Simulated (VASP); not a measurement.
# CuO (Tenorite) in VASP: further runs

CuO (Tenorite) is run at these levels: r2SCAN, LDA, PBEsol+D4, r2SCAN+U; tasks: single point.

All numbers are computed with VASP 6.6.1; they aren't measurements. Logs are shortened: lines on timing, memory, paths and dates and some standing lists are left out, and cuts for length are marked.

## (1) The cell of the first run

The typed cell holds 4 atoms: a = 2.894 Å, b = 2.894 Å, c = 5.124 Å, α = 90.01°, β = 90.01°, γ = 89.84°.

## (2) Single point, r2SCAN

POSCAR reads:

```
CuO
1.0
    2.0434528941     -2.0438023433      0.1590313385
    2.0434528941      2.0438023433      0.1590313385
   -0.3982455178      0.0000000000      5.1082620260
Cu O
2 2
Direct
    0.5000000000      0.0000000000      0.5000000000
    0.0000000000      0.5000000000      0.0000000000
    0.5000127275      0.4999872725      0.7500000000
    0.4999872725      0.5000127275      0.2500000000
```

INCAR.step1 reads:

```
SYSTEM = CuO
  PREC = Accurate
  ENCUT = 520
  ISMEAR = -1
  SIGMA = 0.05
  LREAL = .False.
  LASPH = .True.
  NELM = 100
  NBANDS = 25
  GGA = PE
  ALGO = Normal
  EDIFF = 1E-4
  LWAVE = .True.
  LCHARG = .False.
```

INCAR.step2 reads:

```
SYSTEM = CuO
  PREC = Accurate
  ENCUT = 520
  EDIFF = 1E-6
  ISMEAR = -1
  SIGMA = 0.05
  LREAL = .False.
  LASPH = .True.
  NELM = 100
  ALGO = Normal
  ISIF = 2
  LWAVE = .False.
  LCHARG = .False.
  METAGGA = R2SCAN
  LMIXTAU = .True.
  NBANDS = 25
  ISTART = 1
```

KPOINTS reads:

```
Automatic mesh
0
Gamma
  10 10 5
  0 0 0
```

Potentials or basis: VASP PAW PBE potentials, release 64 (Cu, O).

Started as:

```sh
cat potpaw_PBE.64/Cu/POTCAR potpaw_PBE.64/O/POTCAR > POTCAR
cp INCAR.step1 INCAR
mpirun -np 1 vasp_std > vasp.out
cp INCAR.step2 INCAR
mpirun -np 1 vasp_std > vasp.out
```

OUTCAR:

```text
SYSTEM = CuO
   PREC = Accurate
   ENCUT = 520
   EDIFF = 1E-6
   ISMEAR = -1
   LREAL = .False.
   LASPH = .True.
   NELM = 100
   ISIF = 2
   METAGGA = R2SCAN
   ISTART = 1

 ion  position               nearest neighbor table
   1  0.500  0.000  0.500-   3 1.93   4 1.93   4 1.93   3 1.93
   2  0.000  0.500  0.000-   3 1.93   4 1.93   3 1.93   4 1.93
   3  0.500  0.500  0.750-   1 1.93   2 1.93   1 1.93   2 1.93
   4  0.500  0.500  0.250-   1 1.93   2 1.93   2 1.93   1 1.93

  LATTYP: Found a base centered monoclinic cell.
 ALAT       =     4.0992636885
 B/A-ratio  =     0.9971558302
 C/A-ratio  =     1.2499226007
 COS(beta)  =    -0.0001354249

  Lattice vectors:

 A1 = (   2.0434528941,  -2.0438023433,   0.1590313385)
 A2 = (   2.0434528941,   2.0438023433,   0.1590313385)
 A3 = (  -0.3982455178,   0.0000000000,   5.1082620260)

Analysis of symmetry for initial positions (statically):
=====================================================================
 Subroutine PRICEL returns:
 Original cell was already a primitive cell.

 Routine SETGRP: Setting up the symmetry group for a
 base centered monoclinic supercell.

 Subroutine GETGRP returns: Found  4 space group operations
 (whereof  2 operations were pure point group operations)
 out of a pool of  4 trial point group operations.

The static configuration has the point symmetry S_2 .
 The point group associated with its full space group is C_2h.

Analysis of symmetry for dynamics (positions and initial velocities):
=====================================================================
 Subroutine PRICEL returns:
 Original cell was already a primitive cell.

 Routine SETGRP: Setting up the symmetry group for a
 base centered monoclinic supercell.

 Subroutine GETGRP returns: Found  4 space group operations
 (whereof  2 operations were pure point group operations)
 out of a pool of  4 trial point group operations.

The dynamic configuration has the point symmetry S_2 .
 The point group associated with its full space group is C_2h.

 Subroutine INISYM returns: Found  4 space group operations
 (whereof  2 operations are pure point group operations),
 and found     1 'primitive' translations

----------------------------------------------------------------------------------------

                                     Primitive cell

  volume of cell :      42.9273

  direct lattice vectors                    reciprocal lattice vectors
     2.043452894 -2.043802343  0.159031339     0.243208270 -0.244642052  0.018960774
     2.043452894  2.043802343  0.159031339     0.243208270  0.244642052  0.018960774
    -0.398245518  0.000000000  5.108262026    -0.015143208  0.000000000  0.194580717

  length of vectors
     2.894498008  2.894498008  5.123762330     0.345484453  0.345484453  0.195169086

  position of ions in fractional coordinates (direct lattice)
     0.500000000  1.000000000  0.500000000
     1.000000000  0.500000000  0.000000000
     0.500012727  0.499987273  0.750000000
     0.499987273  0.500012727  0.250000000

  ion indices of the primitive-cell ions
   primitive index   ion index
                 1           1
                 2           2
                 3           3
                 4           4

----------------------------------------------------------------------------------------

 KPOINTS: Automatic mesh

Automatic generation of k-mesh.
 Grid dimensions read from file:
 generate k-points for:   10   10    5

 Generating k-lattice:

  Cartesian coordinates                     Fractional coordinates (reciprocal lattice)
     0.024320827 -0.024464205  0.001896077     0.100000000 -0.000000000  0.000000000
     0.024320827  0.024464205  0.001896077    -0.000000000  0.100000000  0.000000000
    -0.003028642  0.000000000  0.038916143     0.000000000  0.000000000  0.200000000

  Length of vectors
     0.034548445  0.034548445  0.039033817

  Shift w.r.t. Gamma in fractional coordinates (k-lattice)
     0.000000000  0.000000000  0.000000000

 Subroutine IBZKPT returns following result:
 ===========================================

 Found    141 irreducible k-points:

 Following reciprocal coordinates:
            Coordinates               Weight
  0.000000  0.000000  0.000000      1.000000
  0.100000 -0.000000 -0.000000      4.000000
  0.200000 -0.000000 -0.000000      4.000000
  0.300000 -0.000000 -0.000000      4.000000
  0.400000 -0.000000 -0.000000      4.000000
  0.500000 -0.000000 -0.000000      2.000000
[... 16 lines left out ...]
  0.300000  0.300000 -0.000000      2.000000
  0.400000  0.300000 -0.000000      4.000000
 [... further k-points ...]
   k-points           NKPTS =    141   k-points in BZ     NKDIM =    141   number of bands    NBANDS=     25
   number of dos      NEDOS =    301   number of ions     NIONS =      4
   total plane-waves  NPLWV =  23040
   dimension x,y,z NGX =    24 NGY =   24 NGZ =   40
   dimension x,y,z NGXF=    48 NGYF=   48 NGZF=   80
   ions per type =               2   2
   NGX,Y,Z   is equivalent  to a cutoff of  13.78, 13.78, 12.98 a.u.
   NGXF,Y,Z  is equivalent  to a cutoff of  27.57, 27.57, 25.96 a.u.
 SYSTEM =  CuO
   PREC   = accura    normal or accurate (medium, high low for compatibility)
   ISTART =      1    job   : 0-new  1-cont  2-samecut
   ICHARG =      0    charge: 1-file 2-atom 10-const
   ISPIN  =      1    spin polarized calculation?
   LNONCOLLINEAR =      F non collinear calculations
   LSORBIT =      F    spin-orbit coupling
   LASPH  =      T    aspherical Exc in radial PAW
   ENCUT  =  520.0 eV  38.22 Ry    6.18 a.u.   5.38  5.38  9.53*2*pi/ulx,y,z
   NELM   =    100;   NELMIN=  2; NELMDL=  0     # of ELM steps
   EDIFF  = 0.1E-05   stopping-criterion for ELM
   LREAL  =      F    real-space projection
   EDIFFG = 0.1E-04   stopping-criterion for IOM
   NSW    =      0    number of steps for IOM
   IBRION =     -1    ionic relax: 0-MD 1-quasi-New 2-CG
   NFREE  =      0    steps in history (QN), initial steepest desc. (CG)
   ISIF   =      2    stress and relaxation
   ISYM   =      2    0-nonsym 1-usesym 2-fastsym
   POTIM  = 0.5000    time-step for ionic-motion
   TEBEG  =    0.0;   TEEND  =   0.0 temperature during run
   PSTRESS=    0.0 pullay stress
   NELECT =      34.0000    total number of electrons
   NUPDOWN=      -1.0000    fix difference up-down
   EMIN   =  10.00;   EMAX   =-10.00  energy-range for DOS
   EFERMI =   0.00;   METHOD = LEGACY
   ISMEAR =    -1;   SIGMA  =   0.05  broadening in eV -4-tet -1-fermi 0-gaus
   EFERMI_NEDOS =   21; number of points for ismear=-14 and -15
   IALGO  =     38    algorithm
   IMIX   =      4    mixing-type and parameters
     AMIX     =   0.40;   BMIX     =  1.00
     AMIX_MAG =   1.60;   BMIX_MAG =  1.00
  volume/ion in A,a.u.               =      10.73        72.42
  Fermi-wavevector in a.u.,A,eV,Ry     =   1.514688  2.862346 31.215577  2.294280
  Thomas-Fermi vector in A             =   2.624312
   LORBIT       =      0    0 simple, 1 ext, 2 COOP (PROOUT), +10 PAW based schemes
   METAGGA = R2SCAN    functional components
   LHFCALC =     F    Hartree Fock is set to
   AEXX    =    0.0000 exact exchange contribution
   IVDW    =     0    specifies the selected vdW correction
   LEPSILON=     F    determine dielectric tensor
   LRPA    =     F    only Hartree local field effects (RPA)
 non-spin polarized calculation
  energy-cutoff  :      520.00
  volume of cell :       42.93
 maximum number of plane-waves:      1175
 NGX is ok and might be reduce to    24
   NGX = 11   NGY = 11   NGZ = 19

 number of electron      33.9999971 magnetization

 Free energy of the ion-electron system (eV)
  ---------------------------------------------------
  ext. energy  EPLUGINS =         0.00000000
  ---------------------------------------------------
  free energy    TOTEN  =       -36.47811579 eV

  energy without entropy =      -36.45728057  energy(sigma->0) =      -36.46769818

 E-fermi :   5.0971     XC(G=0): -12.1963

 val. band max:        5.0887619803   @ k =   0.5000   0.5000   0.4000
 cond. band min:       5.1021758577   @ k =  -0.3000   0.5000   0.4000
 fundamental gap:      0.0134138774
 Fermi energy:         5.0971150556

 k-point     1 :       0.0000    0.0000    0.0000
  band No.  band energies     occupation
      1     -16.1163      2.00000
      2     -14.7942      2.00000
      3      -3.5377      2.00000
      4      -0.7319      2.00000
      5      -0.7261      2.00000
      6       1.0655      2.00000
[... 17 lines left out ...]
     24      20.5333      0.00000
     25      20.8738      0.00000

 k-point     2 :       0.1000   -0.0000   -0.0000
  band No.  band energies     occupation
      1     -16.0618      2.00000
      2     -14.7771      2.00000
      3      -3.4422      2.00000
      4      -0.7901      2.00000
      5      -0.6993      2.00000
      6       0.4725      2.00000
[... 17 lines left out ...]
     24      20.7160      0.00000
     25      20.9526      0.00000

 k-point     3 :       0.2000   -0.0000   -0.0000
  band No.  band energies     occupation
      1     -15.9149      2.00000
      2     -14.7321      2.00000
      3      -3.1817      2.00000
      4      -0.9141      2.00000
      5      -0.6200      2.00000
      6      -0.5488      2.00000
[... 17 lines left out ...]
     24      20.9309      0.00000
     25      21.0758      0.00000

 k-point     4 :       0.3000   -0.0000   -0.0000
  band No.  band energies     occupation
      1     -15.7240      2.00000
      2     -14.6759      2.00000
      3      -2.8368      2.00000
      4      -1.5259      2.00000
      5      -0.9977      2.00000
      6      -0.5180      2.00000
[... 17 lines left out ...]
     24      20.3223      0.00000
     25      21.0283      0.00000
[... 477 lines left out ...]
 k-point    22 :      -0.2000    0.2000    0.0000
  band No.  band energies     occupation
      1     -15.7191      2.00000
      2     -14.6757      2.00000
      3      -2.8191      2.00000
      4      -0.8684      2.00000
      5      -0.7006      2.00000
      6      -0.6207      2.00000
[... 17 lines left out ...]
     24      17.7720      0.00000
     25      21.5303      0.00000

 k-point    23 :       0.3000    0.3000   -0.0000
  band No.  band energies     occupation
      1     -15.3563      2.00000
      2     -14.5788      2.00000
      3      -2.0944      2.00000
      4      -1.4060      2.00000
      5      -1.1988      2.00000
      6      -0.8509      2.00000
[... 17 lines left out ...]
     24      17.6706      0.00000
     25      20.6198      0.00000

 k-point    24 :       0.4000    0.3000   -0.0000
  band No.  band energies     occupation
      1     -15.2040      2.00000
      2     -14.5409      2.00000
      3      -1.9500      2.00000
      4      -1.7470      2.00000
      5      -1.2269      2.00000
      6      -0.7713      2.00000
[... 17 lines left out ...]
     24      17.9501      0.00000
     25      19.4759      0.00000

 [... further k-points ...]

------------------------ aborting loop because EDIFF is reached ----------------------------------------

  FORCE on cell =-STRESS in cart. coord.  units (eV):
  Direction    XX          YY          ZZ          XY          YZ          ZX
  --------------------------------------------------------------------------------------
  -------------------------------------------------------------------------------------
  Total        0.2365609      0.2416679      0.3428137      0.0000000      0.0000000     -0.0050846
  in kB        8.8291681      9.0197764     12.7948437      0.0000000      0.0000000     -0.1897713
  external PRESSURE =      10.2145961 kB  Pullay stress =       0.0000000 kB

 VOLUME and BASIS-vectors are now :
 -----------------------------------------------------------------------------
  energy-cutoff  :      520.00
  volume of cell :       42.93
      direct lattice vectors                 reciprocal lattice vectors
     2.043452894 -2.043802343  0.159031339     0.243208270 -0.244642052  0.018960774
     2.043452894  2.043802343  0.159031339     0.243208270  0.244642052  0.018960774
    -0.398245518  0.000000000  5.108262026    -0.015143208  0.000000000  0.194580717

 POSITION                                       TOTAL-FORCE (eV/Angst)
 -----------------------------------------------------------------------------------
      0.82260     -1.02190      2.63365         0.000000     -0.000000     -0.000000
      1.02173      1.02190      0.07952         0.000000      0.000000     -0.000000
      1.74477     -0.00005      3.99023        -0.000000      0.001228      0.000000
      1.94389      0.00005      1.43610         0.000000     -0.001228      0.000000
 -----------------------------------------------------------------------------------
    total drift:                                0.000000      0.000000     -0.000000

  FREE ENERGIE OF THE ION-ELECTRON SYSTEM (eV)
  ---------------------------------------------------
  free  energy   TOTEN  =       -36.4781157896 eV

  energy  without entropy=      -36.4572805721  energy(sigma->0) =      -36.46769818
```

Run time: 15 min. Hardware: 1 thread of AMD EPYC 7R43 (Zen 3), shared host; peak memory 0.22 GiB.

Results:

```yaml
Free_energy: -36.4781 eV
Pressure: 1.0 GPa
Band_gap_on_the_k_mesh: zero (band 17 reaches 5.80 eV, above the bottom of band 18 at 4.84 eV)
```

Levels at points of the mesh, in eV from the Fermi level:
```csv
k point,band 13,band 14,band 15,band 16,band 17,band 18,band 19,band 20,band 21,band 22
"(0.00, 0.00, 0.00)",-2.66,-2.66,-2.57,-2.22,0.70,0.71,1.78,6.62,7.88,14.04
"(0.50, 0.00, 0.00)",-2.59,-2.15,-1.78,-1.71,0.25,0.49,3.94,6.42,7.16,11.71
"(0.50, 0.50, 0.00)",-2.65,-2.65,-1.61,-1.38,-1.38,1.23,2.35,7.55,10.54,10.59
```

Caveat: the PAW data sets were made with another functional, which shifts forces and pressure a little; semilocal functionals often make such compounds metallic where correlation or magnetic order opens a gap, which also shifts bond lengths.

## (3) Single point, LDA

This run uses another cell than the first one, of 10.27 Å³/atom, 0.957 times its volume.

INCAR reads:

```
PREC = Accurate
ENCUT = 600
EDIFF = 1E-6
ISMEAR = 0
SIGMA = 0.1
LREAL = False
LASPH = True
NELM = 120
ALGO = Normal
ISIF = 2
LWAVE = False
LCHARG = False
NBANDS = 25
GGA_COMPAT = False
```

KPOINTS reads:

```
Automatic mesh
0
Gamma
  10 10 5
```

POSCAR reads:

```
CuO
1.0
    2.0166141570     -2.0133314620      0.1569174395
    2.0166141570      2.0133314620      0.1569174395
   -0.3930693374      0.0000000000      5.0262027757
Cu O
2 2
Direct
    0.5000000000      0.0000000000      0.5000000000
    0.0000000000      0.5000000000      0.0000000000
    0.4999132923      0.5000867077      0.7500000000
    0.5000867077      0.4999132923      0.2500000000
```

Potentials or basis: VASP PAW LDA potentials, release 64 (Cu, O).

Started as:

```sh
cat potpaw_LDA.64/Cu/POTCAR potpaw_LDA.64/O/POTCAR > POTCAR
mpirun -np 1 vasp_std > vasp.out
```

It took 50 s on 1 thread of Intel Xeon 6975P-C (Granite Rapids), shared host; peak memory 0.25 GiB.

The run converged. Its results:

```yaml
Free_energy: -23.3319 eV
Pressure: 0.9 GPa
Band_gap_on_the_k_mesh: zero (band 17 reaches 6.27 eV, above the bottom of band 18 at 5.27 eV)
```

Stress tensor (GPa, compression positive):
```
 0.70  0.00 -0.04
 0.00  0.76  0.00
-0.04  0.00  1.30
```

Levels at points of the mesh, in eV from the Fermi level:
```tsv
k point	band 14	band 15	band 16	band 17	band 18	band 19	band 20	band 21
(0.00, 0.00, 0.00)	-2.61	-2.51	-2.09	0.74	0.75	1.67	6.16	7.60
(0.50, 0.00, 0.00)	-2.07	-1.71	-1.62	0.27	0.50	3.43	6.11	6.83
(0.50, 0.50, 0.00)	-2.55	-1.66	-1.27	-1.27	1.25	1.77	7.15	10.13
```

Caveat: semilocal functionals often make such compounds metallic where correlation or magnetic order opens a gap, which also shifts bond lengths.

## (4) Single point, PBEsol+D4

This run uses another cell than the first one, of 10.51 Å³/atom, 0.979 times its volume.

INCAR reads:

```
PREC     = Accurate       # precision mode
ENCUT    = 700            # plane-wave cutoff, eV
EDIFF    = 1E-6           # SCF threshold, eV
ISMEAR   = -1             # smearing method
SIGMA    = 0.05           # smearing width, eV
LREAL    = False          # projectors in reciprocal space
LASPH    = True           # aspherical terms in the spheres
NELM     = 120            # most SCF steps
ALGO     = Normal         # electronic algorithm
ISIF     = 2              # what is computed and relaxed
LWAVE    = False          # write WAVECAR
LCHARG   = False          # write CHGCAR
GGA      = PS             # functional
IVDW     = 13             # dispersion correction
NBANDS   = 33             # bands
GGA_COMPAT= False
```

KPOINTS is that of step 3.

POSCAR reads:

```
CuO
1.0
    2.0306852154     -2.0290763356      0.1581986965
    2.0306852154      2.0290763356      0.1581986965
   -0.3954095194      0.0000000000      5.0688286490
Cu O
2 2
Direct
    0.5000000000      0.0000000000      0.5000000000
    0.0000000000      0.5000000000      0.0000000000
    0.4999737004      0.5000262996      0.7500000000
    0.5000262996      0.4999737004      0.2500000000
```

Potentials or basis: VASP PAW PBE potentials, release 64 (Cu_sv_GW, O).

Started as:

```sh
cat potpaw_PBE.64/Cu_sv_GW/POTCAR potpaw_PBE.64/O/POTCAR > POTCAR
mpirun -np 1 vasp_std > vasp.out
```

It took 2.7 min on 1 thread of Intel Xeon 6975P-C (Granite Rapids), shared host; peak memory 0.4 GiB.

Results (log left out):

| Quantity | Value |
| --- | --- |
| Free energy | -22.3708 eV |
| Pressure | -2.8 GPa |
| Band gap on the k mesh | zero (band 25 reaches 6.14 eV, above the bottom of band 26 at 5.16 eV) |
| Dispersion energy per atom | -0.175 eV |

Stress tensor (GPa, compression positive):
```
-2.87  0.00 -0.01
 0.00 -2.83  0.00
-0.01  0.00 -2.76
```

Levels at points of the mesh, in eV from the Fermi level:
```tsv
k point	band 22	band 23	band 24	band 25	band 26	band 27	band 28	band 29
(0.00, 0.00, 0.00)	-2.51	-2.41	-2.03	0.72	0.73	1.48	6.00	7.44
(0.50, 0.00, 0.00)	-2.00	-1.65	-1.59	0.25	0.49	3.40	5.98	6.58
(0.50, 0.50, 0.00)	-2.45	-1.62	-1.23	-1.23	1.22	1.79	7.07	9.96
```

Caveat: the PAW data sets were made with another functional, which shifts forces and pressure a little; semilocal functionals often make such compounds metallic where correlation or magnetic order opens a gap, which also shifts bond lengths; pairwise dispersion overbinds metals, which lowers pressure and volume.

(Part 1 of 2 ends here.)
